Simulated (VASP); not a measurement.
# Pd (P6_3/mmc) in VASP: notebook

Pd is run at these levels: RPBE; tasks: single point.

Program: VASP 6.6.1. These are calculated values, not measurements. Logs are shortened: lines on timing, memory, paths and dates and some standing lists are left out, and cuts for length are marked.

## (1) The cell of the first run

The structure is hexagonal, space group P6_3/mmc (No. 194). The conventional cell has a = 2.914 Å, b = 2.914 Å, c = 9.637 Å, α = 90.00°, β = 90.00°, γ = 120.00°. Within 3.8 Å of Pd (site symmetry -3m) lie 12 Pd at 2.91 to 2.94 Å. Pd (site symmetry -6m2) has 12 Pd at 2.91 to 2.94 Å within 3.8 Å.

## (2) Single point, RPBE, collinear spin, ferromagnetic start (volume scaled by 1.12)

Input file INCAR:

```
SYSTEM = Pd
  PREC = Accurate
  ENCUT = 520
  EDIFF = 1E-6
  ISMEAR = -1
  SIGMA = 0.05
  LREAL = .FALSE.
  LASPH = .TRUE.
  NELM = 150
  ALGO = Normal
  ISIF = 2
  LWAVE = .FALSE.
  LCHARG = .FALSE.
  ISPIN = 2
  MAGMOM = 0.387 0.387 0.395 0.395
  LORBIT = 11
  LMAXMIX = 4
  GGA = RP
  NBANDS = 32
```

Input file KPOINTS:

```
regular mesh
0
G
  14 14 4
  0 0 0
```

Input file POSCAR:

```
Pd
1.0
    2.9135167787      0.0000000000      0.0000000000
   -1.4567583894      2.5231795447      0.0000000000
    0.0000000000      0.0000000000      9.6367158920
Pd
4
Direct
    1.0000000000      1.0000000000      0.0000000000
    1.0000000000      1.0000000000      0.5000000000
    0.3333333333      0.6666666667      0.2500000000
    0.6666666667      0.3333333333      0.7500000000
```

Potentials or basis: VASP PAW PBE potentials, release 64 (Pd).

Launch:

```console
$ cat potpaw_PBE.64/Pd/POTCAR > POTCAR
$ mpirun -np 1 vasp_std > vasp.out
```

OUTCAR:

```text
SYSTEM = Pd
   PREC = Accurate
   ENCUT = 520
   EDIFF = 1E-6
   ISMEAR = -1
   LREAL = .FALSE.
   LASPH = .TRUE.
   NELM = 150
   ISIF = 2
   ISPIN = 2
   LORBIT = 11
   GGA = RP

 ion  position               nearest neighbor table
   1  0.000  0.000  0.000-   3 2.94   4 2.94   4 2.94   3 2.94   4 2.94   3 2.94
   2  0.000  0.000  0.500-   3 2.94   4 2.94   4 2.94   3 2.94   4 2.94   3 2.94
   3  0.333  0.667  0.250-   1 2.94   2 2.94   1 2.94   2 2.94   1 2.94   2 2.94
   4  0.667  0.333  0.750-   1 2.94   2 2.94   1 2.94   2 2.94   1 2.94   2 2.94

  LATTYP: Found a hexagonal cell.
 ALAT       =     2.9135167787
 C/A-ratio  =     3.3075889463

  Lattice vectors:

 A1 = (   2.9135167787,   0.0000000000,   0.0000000000)
 A2 = (  -1.4567583894,   2.5231795447,   0.0000000000)
 A3 = (   0.0000000000,   0.0000000000,   9.6367158920)

Analysis of symmetry for initial positions (statically):
=====================================================================
 Subroutine PRICEL returns:
 Original cell was already a primitive cell.

 Routine SETGRP: Setting up the symmetry group for a
 hexagonal supercell.

 Subroutine GETGRP returns: Found 24 space group operations
 (whereof 12 operations were pure point group operations)
 out of a pool of 24 trial point group operations.

The static configuration has the point symmetry D_3d.
 The point group associated with its full space group is D_6h.

Analysis of symmetry for dynamics (positions and initial velocities):
=====================================================================
 Subroutine PRICEL returns:
 Original cell was already a primitive cell.

 Routine SETGRP: Setting up the symmetry group for a
 hexagonal supercell.

 Subroutine GETGRP returns: Found 24 space group operations
 (whereof 12 operations were pure point group operations)
 out of a pool of 24 trial point group operations.

The dynamic configuration has the point symmetry D_3d.
 The point group associated with its full space group is D_6h.

Analysis of structural, dynamic, and magnetic symmetry:
=====================================================================
 Subroutine PRICEL returns:
 Original cell was already a primitive cell.

 Routine SETGRP: Setting up the symmetry group for a
 hexagonal supercell.

 Subroutine GETGRP returns: Found 24 space group operations
 (whereof 12 operations were pure point group operations)
 out of a pool of 24 trial point group operations.

The overall configuration has the point symmetry D_3d.
 The point group associated with its full space group is D_6h.

 Subroutine INISYM returns: Found 24 space group operations
 (whereof 12 operations are pure point group operations),
 and found     1 'primitive' translations

----------------------------------------------------------------------------------------

                                     Primitive cell

  volume of cell :      70.8426

  direct lattice vectors                    reciprocal lattice vectors
     2.913516779  0.000000000  0.000000000     0.343227816  0.198162672  0.000000000
    -1.456758389  2.523179545  0.000000000     0.000000000  0.396325344  0.000000000
     0.000000000  0.000000000  9.636715892     0.000000000  0.000000000  0.103769792

  length of vectors
     2.913516779  2.913516779  9.636715892     0.396325344  0.396325344  0.103769792

  position of ions in fractional coordinates (direct lattice)
     0.000000000  0.000000000  0.000000000
     0.000000000  0.000000000  0.500000000
     0.333333333  0.666666667  0.250000000
     0.666666667  0.333333333  0.750000000

  ion indices of the primitive-cell ions
   primitive index   ion index
                 1           1
                 2           2
                 3           3
                 4           4

----------------------------------------------------------------------------------------

 KPOINTS: regular mesh

Automatic generation of k-mesh.
 Grid dimensions read from file:
 generate k-points for:   14   14    4

 Generating k-lattice:

  Cartesian coordinates                     Fractional coordinates (reciprocal lattice)
     0.024516273  0.014154477  0.000000000     0.071428571  0.000000000  0.000000000
     0.000000000  0.028308953  0.000000000     0.000000000  0.071428571  0.000000000
     0.000000000  0.000000000  0.025942448     0.000000000  0.000000000  0.250000000

  Length of vectors
     0.028308953  0.028308953  0.025942448

  Shift w.r.t. Gamma in fractional coordinates (k-lattice)
     0.000000000  0.000000000  0.000000000

 Subroutine IBZKPT returns following result:
 ===========================================

 Found     72 irreducible k-points:

 Following reciprocal coordinates:
            Coordinates               Weight
  0.000000  0.000000  0.000000      1.000000
  0.071429  0.000000  0.000000      6.000000
  0.142857  0.000000  0.000000      6.000000
  0.214286  0.000000  0.000000      6.000000
  0.285714  0.000000  0.000000      6.000000
  0.357143  0.000000  0.000000      6.000000
[... 16 lines left out ...]
  0.285714  0.285714  0.000000      6.000000
  0.357143  0.285714  0.000000      6.000000
 [... further k-points ...]
   k-points           NKPTS =     72   k-points in BZ     NKDIM =     72   number of bands    NBANDS=     32
   number of dos      NEDOS =    301   number of ions     NIONS =      4
   total plane-waves  NPLWV =  41472
   dimension x,y,z NGX =    24 NGY =   24 NGZ =   72
   dimension x,y,z NGXF=    48 NGYF=   48 NGZF=  144
   ions per type =               4
   NGX,Y,Z   is equivalent  to a cutoff of  13.69, 13.69, 12.42 a.u.
   NGXF,Y,Z  is equivalent  to a cutoff of  27.39, 27.39, 24.84 a.u.
 SYSTEM =  Pd
   PREC   = accura    normal or accurate (medium, high low for compatibility)
   ISTART =      0    job   : 0-new  1-cont  2-samecut
   ICHARG =      2    charge: 1-file 2-atom 10-const
   ISPIN  =      2    spin polarized calculation?
   LNONCOLLINEAR =      F non collinear calculations
   LSORBIT =      F    spin-orbit coupling
   LASPH  =      T    aspherical Exc in radial PAW
   ENCUT  =  520.0 eV  38.22 Ry    6.18 a.u.   5.42  5.42 17.92*2*pi/ulx,y,z
   NELM   =    150;   NELMIN=  2; NELMDL= -5     # of ELM steps
   EDIFF  = 0.1E-05   stopping-criterion for ELM
   LREAL  =      F    real-space projection
   EDIFFG = 0.1E-04   stopping-criterion for IOM
   NSW    =      0    number of steps for IOM
   IBRION =     -1    ionic relax: 0-MD 1-quasi-New 2-CG
   NFREE  =      0    steps in history (QN), initial steepest desc. (CG)
   ISIF   =      2    stress and relaxation
   ISYM   =      2    0-nonsym 1-usesym 2-fastsym
   POTIM  = 0.5000    time-step for ionic-motion
   TEBEG  =    0.0;   TEEND  =   0.0 temperature during run
   PSTRESS=    0.0 pullay stress
   NELECT =      40.0000    total number of electrons
   NUPDOWN=      -1.0000    fix difference up-down
   EMIN   =  10.00;   EMAX   =-10.00  energy-range for DOS
   EFERMI =   0.00;   METHOD = LEGACY
   ISMEAR =    -1;   SIGMA  =   0.05  broadening in eV -4-tet -1-fermi 0-gaus
   EFERMI_NEDOS =   21; number of points for ismear=-14 and -15
   IALGO  =     38    algorithm
   IMIX   =      4    mixing-type and parameters
     AMIX     =   0.40;   BMIX     =  1.00
     AMIX_MAG =   1.60;   BMIX_MAG =  1.00
  volume/ion in A,a.u.               =      17.71       119.52
  Fermi-wavevector in a.u.,A,eV,Ry     =   1.353100  2.556988 24.910632  1.830880
  Thomas-Fermi vector in A             =   2.480384
   LORBIT       =     11    0 simple, 1 ext, 2 COOP (PROOUT), +10 PAW based schemes
   GGA     = RP    functional components
   LHFCALC =     F    Hartree Fock is set to
   AEXX    =    0.0000 exact exchange contribution
   IVDW    =     0    specifies the selected vdW correction
   LEPSILON=     F    determine dielectric tensor
   LRPA    =     F    only Hartree local field effects (RPA)
 spin polarized calculation
  energy-cutoff  :      520.00
  volume of cell :       70.84
 maximum number of plane-waves:      1956
 NGX is ok and might be reduce to    24
   NGX = 11   NGY = 11   NGZ = 35

 number of electron      40.0000001 magnetization       1.6456374

 Free energy of the ion-electron system (eV)
  ---------------------------------------------------
  ext. energy  EPLUGINS =         0.00000000
  ---------------------------------------------------
  free energy    TOTEN  =       -18.18346680 eV

  energy without entropy =      -18.12008424  energy(sigma->0) =      -18.15177552

 E-fermi :   7.1699     XC(G=0): -11.9478

 val. band max:        7.1648127348   @ k =   0.0000   0.0000   0.0000
 cond. band min:       7.1703925946   @ k =   0.4286   0.0000   0.2500
 fundamental gap:      0.0055798598
 Fermi energy:         7.1699316443

 spin component 1

 k-point     1 :       0.0000    0.0000    0.0000
  band No.  band energies     occupation
      1       1.3409      1.00000
      2       2.7757      1.00000
      3       2.7847      1.00000
      4       2.9920      1.00000
      5       4.7913      1.00000
      6       4.8484      1.00000
[... 829 lines left out ...]
     31      18.7771      0.00000
     32      18.9144      0.00000

 [... further k-points ...]

 spin component 2

 k-point     1 :       0.0000    0.0000    0.0000
  band No.  band energies     occupation
      1       1.3433      1.00000
      2       2.8443      1.00000
      3       2.8474      1.00000
      4       3.2131      1.00000
      5       5.1183      1.00000
      6       5.1241      1.00000
[... 829 lines left out ...]
     31      18.8262      0.00000
     32      19.0004      0.00000

 [... further k-points ...]

------------------------ aborting loop because EDIFF is reached ----------------------------------------

  FORCE on cell =-STRESS in cart. coord.  units (eV):
  Direction    XX          YY          ZZ          XY          YZ          ZX
  --------------------------------------------------------------------------------------
  -------------------------------------------------------------------------------------
  Total       -5.2178692     -5.2178692     -5.4174907      0.0000000      0.0000000      0.0000000
  in kB     -118.0073433   -118.0073433   -122.5219851      0.0000000      0.0000000      0.0000000
  external PRESSURE =    -119.5122239 kB  Pullay stress =       0.0000000 kB

 VOLUME and BASIS-vectors are now :
 -----------------------------------------------------------------------------
  energy-cutoff  :      520.00
  volume of cell :       70.84
      direct lattice vectors                 reciprocal lattice vectors
     2.913516779  0.000000000  0.000000000     0.343227816  0.198162672  0.000000000
    -1.456758389  2.523179545  0.000000000     0.000000000  0.396325344  0.000000000
     0.000000000  0.000000000  9.636715892     0.000000000  0.000000000  0.103769792

 POSITION                                       TOTAL-FORCE (eV/Angst)
 -----------------------------------------------------------------------------------
      0.00000      0.00000      0.00000        -0.000000      0.000000     -0.000000
      0.00000      0.00000      4.81836        -0.000000      0.000000     -0.000000
     -0.00000      1.68212      2.40918         0.000000     -0.000000      0.000000
      1.45676      0.84106      7.22754         0.000000      0.000000      0.000000
 -----------------------------------------------------------------------------------
    total drift:                               -0.000000      0.000000      0.000000

  FREE ENERGIE OF THE ION-ELECTRON SYSTEM (eV)
  ---------------------------------------------------
  free  energy   TOTEN  =       -18.1834668014 eV

  energy  without entropy=      -18.1200842444  energy(sigma->0) =      -18.15177552

 total charge

# of ion       s       p       d       tot
------------------------------------------
    1        0.407   0.313   8.422   9.142
    2        0.407   0.313   8.422   9.142
    3        0.408   0.314   8.420   9.141
    4        0.408   0.314   8.420   9.141
--------------------------------------------------
tot          1.629   1.253  33.683  36.566

 magnetization (x)

# of ion       s       p       d       tot
------------------------------------------
    1       -0.003  -0.008   0.424   0.413
    2       -0.003  -0.008   0.424   0.413
    3       -0.003  -0.009   0.437   0.426
    4       -0.003  -0.009   0.437   0.426
--------------------------------------------------
tot         -0.010  -0.034   1.722   1.678
```

Run time: 3.7 min. Hardware: 1 thread of Oxide Virtual Turin-like, shared host; peak memory 0.34 GiB.

What came out:

```
Free energy                                           : -18.1835 eV
Pressure                                              : -12.0 GPa
Net moment                                            : 1.65 μB per cell
Site moments                                          : Pd +0.41, +0.43 μB
Valence electrons inside the program's atomic spheres : Pd 9.14
```

Stress tensor (GPa, compression positive):
```
-11.80   0.00   0.00
  0.00 -11.80   0.00
  0.00   0.00 -12.25
```

Caveat: the PAW data sets were made with another functional, which shifts forces and pressure a little.

## (3) Single point, RPBE, collinear spin, ferromagnetic start (volume scaled by 1.04)

Input file INCAR:

```
SYSTEM = Pd
PREC = Accurate ; ENCUT = 520
EDIFF = 1E-6 ; ISMEAR = -1
SIGMA = 0.05 ; LREAL = .FALSE.
LASPH = .TRUE. ; NELM = 150
ALGO = Normal ; ISIF = 2
LWAVE = .FALSE. ; LCHARG = .FALSE.
ISPIN = 2 ; MAGMOM = 0.387 0.387 0.395 0.395
LORBIT = 11 ; LMAXMIX = 4
GGA = RP ; NBANDS = 32
```

KPOINTS is that of step 2.

Input file POSCAR:

```
Pd
1.0
    2.8424268421      0.0000000000      0.0000000000
   -1.4212134211      2.4616138537      0.0000000000
    0.0000000000      0.0000000000      9.4015796036
Pd
4
Direct
    1.0000000000      1.0000000000      0.0000000000
    1.0000000000      1.0000000000      0.5000000000
    0.3333333333      0.6666666667      0.2500000000
    0.6666666667      0.3333333333      0.7500000000
```

Potentials or basis: VASP PAW PBE potentials, release 64 (Pd).

Launch:

```console
$ cat potpaw_PBE.64/Pd/POTCAR > POTCAR
$ mpirun -np 1 vasp_std > vasp.out
```

It took 9.8 min on 1 thread of Oxide Virtual Turin-like, shared host; peak memory 0.32 GiB.

It converged, with:

```yaml
Free_energy: -18.4600 eV
Pressure: -5.1 GPa
Net_moment: 1.60 μB per cell
Site_moments: Pd +0.40, +0.41 μB
Valence_electrons_inside_the_program's_atomic_spheres: Pd 9.25
```

Stress tensor (GPa, compression positive):
```
-4.83  0.00  0.00
 0.00 -4.83  0.00
 0.00  0.00 -5.58
```

Levels at points of the mesh, in eV from the Fermi level:
Spin up:
| k point | band 16 | band 17 | band 18 | band 19 | band 20 | band 21 | band 22 | band 23 | band 24 | band 25 |
| --- | --- | --- | --- | --- | --- | --- | --- | --- | --- | --- |
| (0.00, 0.00, 0.00) | -1.43 | -1.43 | -1.06 | -1.06 | -0.78 | -0.78 | -0.31 | -0.31 | 1.16 | 6.23 |
| (0.50, 0.00, 0.00) | -0.21 | -0.16 | -0.08 | -0.07 | -0.06 | 1.61 | 2.51 | 3.41 | 3.86 | 7.08 |
| (0.00, 0.00, 0.50) | -1.26 | -1.26 | -1.26 | -0.69 | -0.69 | -0.51 | -0.51 | -0.51 | -0.51 | 8.87 |
| (0.50, 0.00, 0.50) | -0.61 | -0.20 | -0.20 | -0.08 | -0.08 | 2.35 | 2.35 | 3.63 | 3.63 | 7.32 |
Spin down:
```csv
k point,band 15,band 16,band 17,band 18,band 19,band 20,band 21,band 22,band 23,band 24
"(0.00, 0.00, 0.00)",-1.96,-1.18,-1.18,-0.78,-0.78,-0.50,-0.50,0.00,0.00,1.13
"(0.50, 0.00, 0.00)",0.12,0.13,0.20,0.28,0.29,0.31,1.63,2.51,3.54,3.99
"(0.00, 0.00, 0.50)",-0.99,-0.99,-0.99,-0.99,-0.62,-0.62,-0.21,-0.21,-0.21,-0.21
"(0.50, 0.00, 0.50)",-0.34,-0.34,0.15,0.15,0.28,0.28,2.45,2.45,3.72,3.72
```

Caveat: the PAW data sets were made with another functional, which shifts forces and pressure a little.

## (4) Single point, RPBE, collinear spin, ferromagnetic start (volume scaled by 1.08)

Input file INCAR:

```
SYSTEM = Pd
PREC = Accurate ; ENCUT = 520
EDIFF = 1E-7 ; ISMEAR = -1
SIGMA = 0.05 ; LREAL = .FALSE.
LASPH = .TRUE. ; NELM = 150
ALGO = Normal ; ISIF = 2
LWAVE = .FALSE. ; LCHARG = .TRUE.
ISPIN = 2 ; MAGMOM = 0.387 0.387 0.395 0.395
LORBIT = 11 ; LMAXMIX = 4
GGA = RP ; LELF = .TRUE.
LVHAR = .TRUE. ; NBANDS = 32
```

KPOINTS is that of step 3.

Input file POSCAR:

```
Pd
1.0
    2.8784107487      0.0000000000      0.0000000000
   -1.4392053744      2.4927768309      0.0000000000
    0.0000000000      0.0000000000      9.5205995753
Pd
4
Direct
    1.0000000000      1.0000000000      0.0000000000
    1.0000000000      1.0000000000      0.5000000000
    0.3333333333      0.6666666667      0.2500000000
    0.6666666667      0.3333333333      0.7500000000
```

Launch:

```console
$ cat potpaw_PBE.64/Pd/POTCAR > POTCAR
$ mpirun -np 1 vasp_std > vasp.out
```

Run time: 10 min. Hardware: 1 thread of Oxide Virtual Turin-like, shared host; peak memory 0.33 GiB.

It converged, with:

| Quantity | Value |
| --- | --- |
| Free energy | -18.3487 eV |
| Pressure | -9.0 GPa |
| Net moment | 1.63 μB per cell |
| Site moments | Pd +0.41, +0.42 μB |
| Valence electrons inside the program's atomic spheres | Pd 9.19 |

Stress tensor (GPa, compression positive):
```
-8.79  0.00  0.00
 0.00 -8.79  0.00
 0.00  0.00 -9.38
```

Levels at points of the mesh, in eV from the Fermi level:
Spin up:
```csv
k point,band 16,band 17,band 18,band 19,band 20,band 21,band 22,band 23,band 24,band 25
"(0.00, 0.00, 0.00)",-1.36,-1.36,-1.01,-1.01,-0.76,-0.76,-0.32,-0.32,1.24,5.97
"(0.50, 0.00, 0.00)",-0.22,-0.17,-0.11,-0.09,-0.09,1.66,2.54,3.32,3.77,6.81
"(0.00, 0.00, 0.50)",-1.20,-1.20,-1.20,-0.60,-0.60,-0.50,-0.50,-0.50,-0.50,8.60
"(0.50, 0.00, 0.50)",-0.60,-0.21,-0.21,-0.10,-0.10,2.33,2.33,3.55,3.55,7.08
```
Spin down:
```csv
k point,band 17,band 18,band 19,band 20,band 21,band 22
"(0.00, 0.00, 0.00)",-1.11,-0.73,-0.73,-0.47,-0.47,0.00
"(0.50, 0.00, 0.00)",0.19,0.26,0.28,0.30,1.67,2.53
"(0.00, 0.00, 0.50)",-0.93,-0.93,-0.53,-0.53,-0.20,-0.20
"(0.50, 0.00, 0.50)",0.14,0.14,0.27,0.27,2.43,2.43
```

Caveat: the PAW data sets were made with another functional, which shifts forces and pressure a little.

## (5) Overview

| cell | gap on the mesh (eV) | pressure (GPa) | moment (μB) |
| --- | --- | --- | --- |
| a = 2.914, b = 2.914, c = 9.637 Å, angles 90.0, 90.0, 120.0°, 4 atoms | none | -12.0 | 1.65 |
| a = 2.842, b = 2.842, c = 9.402 Å, angles 90.0, 90.0, 120.0°, 4 atoms | none | -5.1 | 1.60 |
| a = 2.878, b = 2.878, c = 9.521 Å, angles 90.0, 90.0, 120.0°, 4 atoms | none | -9.0 | 1.63 |

Alike in all rows: task single point; level RPBE; potentials or basis VASP PAW PBE potentials, release 64 (Pd); spin collinear, ferromagnetic start; k mesh 14 × 14 × 4; cutoff (eV) 520; smearing fermi-dirac 0.05 eV.

Caveats: the PAW data sets were made with another functional, which shifts forces and pressure a little.

Total energies depend on the potentials used, so only differences within one code and one set of settings carry meaning.
